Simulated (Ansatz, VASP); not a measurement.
**One calculation of Al, two programs**

```
Al
1.0
     0.00000    1.95499    1.95499
     1.95499    0.00000    1.95499
     1.95499    1.95499    0.00000
Al
1
Direct
  0.00000 0.00000 0.00000
```

Alike in both runs: task single point; functional PBE; dispersion D3(BJ); k mesh 22 × 22 × 22; occupations gaussian, width 0.15 eV; no spin polarisation.

|  | VASP | Ansatz |
| --- | --- | --- |
| version | VASP 6.6.1 | Ansatz 0.2.0 |
| potentials or method | VASP PAW PBE potentials, release 64 (Al), cutoff 520 eV | scalar-relativistic, plane waves, PAW |
| valence electrons in the cell | 3 | 3 |

```tsv
	VASP	Ansatz	Ansatz less VASP
gap on the k mesh at the Fermi level (eV)	none	none	-
pressure (GPa)	5.4	5.4	0.00
```

A gap of «none» marks a metal or a gap that the smearing closes.
